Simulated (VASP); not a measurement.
# Mg (Im-3m) in VASP: notebook

Runs on Mg. Level: LDA. Tasks: single point.

All numbers are computed with VASP 6.6.1; they aren't measurements. Logs are shortened: lines on timing, memory, paths and dates and some standing lists are left out, and cuts for length are marked.

## 1. The cell of the first run

Symmetry: Im-3m, No. 229, cubic system. Conventional cell: a = 3.276 Å, b = 3.276 Å, c = 3.276 Å, α = 90.00°, β = 90.00°, γ = 90.00°. Mg (site symmetry m-3m) has 14 Mg at 2.84 to 3.28 Å within 3.7 Å.

This isn't the form of Mg at room conditions, which is hcp.

## 2. Single point, LDA

INCAR

```
ALGO     = Normal         # electronic algorithm
EDIFF    = 1E-6           # SCF threshold, eV
ENCUT    = 520            # plane-wave cutoff, eV
GGA      = CA             # functional
ISIF     = 2              # what is computed and relaxed
ISMEAR   = -1             # smearing method
LASPH    = True           # aspherical terms in the spheres
LCHARG   = False          # write CHGCAR
LREAL    = False          # projectors in reciprocal space
LWAVE    = False          # write WAVECAR
NBANDS   = 7              # bands
NELM     = 60             # most SCF steps
PREC     = Accurate       # precision mode
SIGMA    = 0.1            # smearing width, eV
```

KPOINTS

```
k-points
0
Gamma
  16 16 16
```

POSCAR

```
Mg
1.0
   -1.6380884727      1.6380884727      1.6380884727
    1.6380884727     -1.6380884727      1.6380884727
    1.6380884727      1.6380884727     -1.6380884727
Mg
1
Direct
    0.0000000000      0.0000000000      0.0000000000
```

Potentials or basis: VASP PAW LDA potentials, release 64 (Mg).

Started as:

```sh
cat potpaw_LDA.64/Mg/POTCAR > POTCAR
mpirun -np 1 vasp_std > vasp.out
```

OUTCAR:

```text
EDIFF = 1E-6
   ENCUT = 520
   GGA = CA
   ISIF = 2
   ISMEAR = -1
   LASPH = True
   LREAL = False
   NELM = 60
   PREC = Accurate

 ion  position               nearest neighbor table
   1  0.000  0.000  0.000-

  LATTYP: Found a body centered cubic cell.
 ALAT       =     3.2761769454

  Lattice vectors:

 A1 = (  -1.6380884727,   1.6380884727,   1.6380884727)
 A2 = (   1.6380884727,  -1.6380884727,   1.6380884727)
 A3 = (   1.6380884727,   1.6380884727,  -1.6380884727)

Analysis of symmetry for initial positions (statically):
=====================================================================
 Subroutine PRICEL returns:
 Original cell was already a primitive cell.

 Routine SETGRP: Setting up the symmetry group for a
 body centered cubic supercell.

 Subroutine GETGRP returns: Found 48 space group operations
 (whereof 48 operations were pure point group operations)
 out of a pool of 48 trial point group operations.

The static configuration has the point symmetry O_h .

Analysis of symmetry for dynamics (positions and initial velocities):
=====================================================================
 Subroutine PRICEL returns:
 Original cell was already a primitive cell.

 Routine SETGRP: Setting up the symmetry group for a
 body centered cubic supercell.

 Subroutine GETGRP returns: Found 48 space group operations
 (whereof 48 operations were pure point group operations)
 out of a pool of 48 trial point group operations.

The dynamic configuration has the point symmetry O_h .

 Subroutine INISYM returns: Found 48 space group operations
 (whereof 48 operations are pure point group operations),
 and found     1 'primitive' translations

----------------------------------------------------------------------------------------

                                     Primitive cell

  volume of cell :      17.5822

  direct lattice vectors                    reciprocal lattice vectors
    -1.638088473  1.638088473  1.638088473     0.000000000  0.305233819  0.305233819
     1.638088473 -1.638088473  1.638088473     0.305233819  0.000000000  0.305233819
     1.638088473  1.638088473 -1.638088473     0.305233819  0.305233819  0.000000000

  length of vectors
     2.837252462  2.837252462  2.837252462     0.431665806  0.431665806  0.431665806

  position of ions in fractional coordinates (direct lattice)
     0.000000000  0.000000000  0.000000000

  ion indices of the primitive-cell ions
   primitive index   ion index
                 1           1
[... 73 lines left out ...]
   LREAL  =      F    real-space projection
   EDIFFG = 0.1E-04   stopping-criterion for IOM
   NSW    =      0    number of steps for IOM
   IBRION =     -1    ionic relax: 0-MD 1-quasi-New 2-CG
   NFREE  =      0    steps in history (QN), initial steepest desc. (CG)
   ISIF   =      2    stress and relaxation
   ISYM   =      2    0-nonsym 1-usesym 2-fastsym
   POTIM  = 0.5000    time-step for ionic-motion
   TEBEG  =    0.0;   TEEND  =   0.0 temperature during run
   PSTRESS=    0.0 pullay stress
   NELECT =       2.0000    total number of electrons
   NUPDOWN=      -1.0000    fix difference up-down
   EMIN   =  10.00;   EMAX   =-10.00  energy-range for DOS
   EFERMI =   0.00;   METHOD = LEGACY
   ISMEAR =    -1;   SIGMA  =   0.10  broadening in eV -4-tet -1-fermi 0-gaus
   EFERMI_NEDOS =   21; number of points for ismear=-14 and -15
   IALGO  =     38    algorithm
   IMIX   =      4    mixing-type and parameters
     AMIX     =   0.40;   BMIX     =  1.00
     AMIX_MAG =   1.60;   BMIX_MAG =  1.00
  volume/ion in A,a.u.               =      17.58       118.65
  Fermi-wavevector in a.u.,A,eV,Ry     =   0.793221  1.498970  8.560777  0.629199
  Thomas-Fermi vector in A             =   1.899114
   LORBIT       =      0    0 simple, 1 ext, 2 COOP (PROOUT), +10 PAW based schemes
   GGA     = CA    functional components
   LHFCALC =     F    Hartree Fock is set to
   AEXX    =    0.0000 exact exchange contribution
   IVDW    =     0    specifies the selected vdW correction
   LEPSILON=     F    determine dielectric tensor
   LRPA    =     F    only Hartree local field effects (RPA)
 non-spin polarized calculation
  energy-cutoff  :      520.00
  volume of cell :       17.58
 maximum number of plane-waves:       490
 NGX is ok and might be reduce to    24
   NGX = 11   NGY = 11   NGZ = 11

 number of electron       2.0000000 magnetization

 Free energy of the ion-electron system (eV)
  ---------------------------------------------------
  ext. energy  EPLUGINS =         0.00000000
  ---------------------------------------------------
  free energy    TOTEN  =        -1.66922424 eV

  energy without entropy =       -1.65693002  energy(sigma->0) =       -1.66307713

 E-fermi :   4.0480     XC(G=0):  -9.5864

 val. band max:        4.0059109858   @ k =   0.3125   0.2500   0.1250
 cond. band min:       4.0560383732   @ k =   0.5000   0.5000   0.1875
 fundamental gap:      0.0501273875
 Fermi energy:         4.0479534318

 k-point     1 :       0.0000    0.0000    0.0000
  band No.  band energies     occupation
      1      -4.1252      2.00000
      2      18.8369      0.00000
      3      18.8369      0.00000
      4      18.8369      0.00000
      5      21.2472      0.00000
      6      21.2472      0.00000
      7      22.8501      0.00000
[... 221 lines left out ...]
 k-point    24 :       0.2500    0.1875    0.0000
  band No.  band energies     occupation
      1      -0.1716      2.00000
      2       7.7616      0.00000
      3       9.8399      0.00000
      4      14.7977      0.00000
      5      18.9949      0.00000
      6      21.1786      0.00000
      7      24.0806      0.00000

 [... further k-points ...]

------------------------ aborting loop because EDIFF is reached ----------------------------------------

  FORCE on cell =-STRESS in cart. coord.  units (eV):
  Direction    XX          YY          ZZ          XY          YZ          ZX
  --------------------------------------------------------------------------------------
  -------------------------------------------------------------------------------------
  Total        1.2832634      1.2832634      1.2832634     -0.0000000     -0.0000000      0.0000000
  in kB      116.9376456    116.9376456    116.9376456     -0.0000000     -0.0000000      0.0000000
  external PRESSURE =     116.9376456 kB  Pullay stress =       0.0000000 kB

 VOLUME and BASIS-vectors are now :
 -----------------------------------------------------------------------------
  energy-cutoff  :      520.00
  volume of cell :       17.58
      direct lattice vectors                 reciprocal lattice vectors
    -1.638088473  1.638088473  1.638088473     0.000000000  0.305233819  0.305233819
     1.638088473 -1.638088473  1.638088473     0.305233819  0.000000000  0.305233819
     1.638088473  1.638088473 -1.638088473     0.305233819  0.305233819  0.000000000

 POSITION                                       TOTAL-FORCE (eV/Angst)
 -----------------------------------------------------------------------------------
      0.00000      0.00000      0.00000         0.000000     -0.000000      0.000000
 -----------------------------------------------------------------------------------
    total drift:                                0.000000      0.000000      0.000000

  FREE ENERGIE OF THE ION-ELECTRON SYSTEM (eV)
  ---------------------------------------------------
  free  energy   TOTEN  =        -1.6692242374 eV

  energy  without entropy=       -1.6569300236  energy(sigma->0) =       -1.66307713
```

OSZICAR:

```text
N       E                     dE             d eps       ncg     rms          rms(c)
DAV:   1    -0.889244685892E+00   -0.88924E+00   -0.94182E+02  2296   0.208E+02
DAV:   2    -0.168297295808E+01   -0.79373E+00   -0.74634E+00  2702   0.127E+01
DAV:   3    -0.168563543806E+01   -0.26625E-02   -0.26619E-02  2604   0.798E-01
DAV:   4    -0.168563924012E+01   -0.38021E-05   -0.38023E-05  2856   0.216E-02
DAV:   5    -0.168563924617E+01   -0.60508E-08   -0.53869E-08  2632   0.589E-04    0.665E-01
DAV:   6    -0.167601158007E+01    0.96277E-02   -0.10616E-04  2289   0.528E-02    0.422E-01
DAV:   7    -0.166924509362E+01    0.67665E-02   -0.43062E-04  2072   0.101E-01    0.196E-02
DAV:   8    -0.166922520685E+01    0.19887E-04   -0.95304E-06  3059   0.163E-02    0.511E-03
DAV:   9    -0.166922423737E+01    0.96948E-06   -0.80367E-07  2212   0.446E-03
   1 F= -.16692242E+01 E0= -.16630771E+01  d E =-.122942E-01
```

stdout:

```text
POSCAR found type information on POSCAR Mg
 POSCAR found :  1 types and       1 ions
 scaLAPACK will be used
 LDA part: xc-table for (Slater(with rela. corr.)+CA(PZ))
 , standard interpolation
 POSCAR, INCAR and KPOINTS ok, starting setup
 FFT: planning ... GRIDC
 FFT: planning ... GRID_SOFT
 FFT: planning ... GRID
 WAVECAR not read
 entering main loop
```

Run time: 18 s. Hardware: 1 thread of Intel Xeon 8259CL, shared host; peak memory 0.14 GiB.

Results:

```yaml
Free_energy: -1.6692 eV
Pressure: 11.7 GPa
Band_gap_on_the_k_mesh: zero (bands 1 and 2 overlap by 5.00 eV)
```

Caveat: the cell stands under pressure.

## 3. Single point, LDA

INCAR

```
  PREC = Accurate
  ENCUT = 520
  EDIFF = 1E-7
  ISMEAR = -1
  SIGMA = 0.1
  LREAL = F
  LASPH = T
  NELM = 60
  ALGO = Normal
  ISIF = 2
  LWAVE = F
  LCHARG = F
  NBANDS = 7
```

KPOINTS

```
regular mesh
0
Gamma
  16 16 16
```

POSCAR

```
Mg
1.0
   -1.6385404172      1.6385404172      1.6385404172
    1.6385404172     -1.6385404172      1.6385404172
    1.6385404172      1.6385404172     -1.6385404172
Mg
1
Direct
    0.0000000000      0.0000000000      0.0000000000
```

Potentials or basis: VASP PAW LDA potentials, release 64 (Mg).

Started as:

```sh
cat potpaw_LDA.64/Mg/POTCAR > POTCAR
mpirun -np 1 vasp_std > vasp.out
```

OUTCAR:

```text
PREC = Accurate
   ENCUT = 520
   EDIFF = 1E-7
   ISMEAR = -1
   LREAL = F
   LASPH = T
   NELM = 60
   ISIF = 2

 ion  position               nearest neighbor table
   1  0.000  0.000  0.000-

  LATTYP: Found a body centered cubic cell.
 ALAT       =     3.2770808344

  Lattice vectors:

 A1 = (  -1.6385404172,   1.6385404172,   1.6385404172)
 A2 = (   1.6385404172,  -1.6385404172,   1.6385404172)
 A3 = (   1.6385404172,   1.6385404172,  -1.6385404172)

Analysis of symmetry for initial positions (statically):
=====================================================================
 Subroutine PRICEL returns:
 Original cell was already a primitive cell.

 Routine SETGRP: Setting up the symmetry group for a
 body centered cubic supercell.

 Subroutine GETGRP returns: Found 48 space group operations
 (whereof 48 operations were pure point group operations)
 out of a pool of 48 trial point group operations.

The static configuration has the point symmetry O_h .

Analysis of symmetry for dynamics (positions and initial velocities):
=====================================================================
 Subroutine PRICEL returns:
 Original cell was already a primitive cell.

 Routine SETGRP: Setting up the symmetry group for a
 body centered cubic supercell.

 Subroutine GETGRP returns: Found 48 space group operations
 (whereof 48 operations were pure point group operations)
 out of a pool of 48 trial point group operations.

The dynamic configuration has the point symmetry O_h .

 Subroutine INISYM returns: Found 48 space group operations
 (whereof 48 operations are pure point group operations),
 and found     1 'primitive' translations

----------------------------------------------------------------------------------------

                                     Primitive cell
[... 106 lines left out ...]
   IALGO  =     38    algorithm
   IMIX   =      4    mixing-type and parameters
     AMIX     =   0.40;   BMIX     =  1.00
     AMIX_MAG =   1.60;   BMIX_MAG =  1.00
  volume/ion in A,a.u.               =      17.60       118.75
  Fermi-wavevector in a.u.,A,eV,Ry     =   0.793002  1.498557  8.556056  0.628852
  Thomas-Fermi vector in A             =   1.898852
   LORBIT       =      0    0 simple, 1 ext, 2 COOP (PROOUT), +10 PAW based schemes
   GGA     = CA    functional components
   LHFCALC =     F    Hartree Fock is set to
   AEXX    =    0.0000 exact exchange contribution
   IVDW    =     0    specifies the selected vdW correction
   LEPSILON=     F    determine dielectric tensor
   LRPA    =     F    only Hartree local field effects (RPA)
 non-spin polarized calculation
  energy-cutoff  :      520.00
  volume of cell :       17.60
 maximum number of plane-waves:       490
 NGX is ok and might be reduce to    24
   NGX = 11   NGY = 11   NGZ = 11

 number of electron       2.0000000 magnetization

 Free energy of the ion-electron system (eV)
  ---------------------------------------------------
  ext. energy  EPLUGINS =         0.00000000
  ---------------------------------------------------
  free energy    TOTEN  =        -1.67028366 eV

  energy without entropy =       -1.65798081  energy(sigma->0) =       -1.66413224

 E-fermi :   4.0426     XC(G=0):  -9.5835

 val. band max:        4.0010909663   @ k =   0.3125   0.2500   0.1250
 cond. band min:       4.0502495997   @ k =   0.5000   0.5000   0.1875
 fundamental gap:      0.0491586334
 Fermi energy:         4.0426394040

 k-point     1 :       0.0000    0.0000    0.0000
  band No.  band energies     occupation
      1      -4.1265      2.00000
      2      18.8253      0.00000
      3      18.8253      0.00000
      4      18.8253      0.00000
      5      21.2346      0.00000
      6      21.2346      0.00000
      7      22.8236      0.00000
[... 221 lines left out ...]
 k-point    24 :       0.2500    0.1875    0.0000
  band No.  band energies     occupation
      1      -0.1749      2.00000
      2       7.7549      0.00000
      3       9.8314      0.00000
      4      14.7856      0.00000
      5      18.9827      0.00000
      6      21.1635      0.00000
      7      24.0650      0.00000

 [... further k-points ...]

------------------------ aborting loop because EDIFF is reached ----------------------------------------

  FORCE on cell =-STRESS in cart. coord.  units (eV):
  Direction    XX          YY          ZZ          XY          YZ          ZX
  --------------------------------------------------------------------------------------
  -------------------------------------------------------------------------------------
  Total        1.2767851      1.2767851      1.2767851     -0.0000000     -0.0000000      0.0000000
  in kB      116.2510646    116.2510646    116.2510646     -0.0000000     -0.0000000      0.0000000
  external PRESSURE =     116.2510646 kB  Pullay stress =       0.0000000 kB

 VOLUME and BASIS-vectors are now :
 -----------------------------------------------------------------------------
  energy-cutoff  :      520.00
  volume of cell :       17.60
      direct lattice vectors                 reciprocal lattice vectors
    -1.638540417  1.638540417  1.638540417     0.000000000  0.305149629  0.305149629
     1.638540417 -1.638540417  1.638540417     0.305149629  0.000000000  0.305149629
     1.638540417  1.638540417 -1.638540417     0.305149629  0.305149629  0.000000000

 POSITION                                       TOTAL-FORCE (eV/Angst)
 -----------------------------------------------------------------------------------
      0.00000      0.00000      0.00000        -0.000000      0.000000     -0.000000
 -----------------------------------------------------------------------------------
    total drift:                                0.000000      0.000000     -0.000000

  FREE ENERGIE OF THE ION-ELECTRON SYSTEM (eV)
  ---------------------------------------------------
  free  energy   TOTEN  =        -1.6702836605 eV

  energy  without entropy=       -1.6579808135  energy(sigma->0) =       -1.66413224
```

stdout:

```text
POSCAR found type information on POSCAR Mg
 POSCAR found :  1 types and       1 ions
 scaLAPACK will be used
 LDA part: xc-table for (Slater(with rela. corr.)+CA(PZ))
 , standard interpolation
 POSCAR, INCAR and KPOINTS ok, starting setup
 FFT: planning ... GRIDC
 FFT: planning ... GRID_SOFT
 FFT: planning ... GRID
 WAVECAR not read
 entering main loop
```

Wall time 22 s (1 thread of Intel Xeon 8259CL, shared host); peak memory 0.14 GiB.

Results:

```yaml
Free_energy: -1.6703 eV
Pressure: 11.6 GPa
Band_gap_on_the_k_mesh: zero (bands 1 and 2 overlap by 5.00 eV)
```

Caveat: the cell stands under pressure.
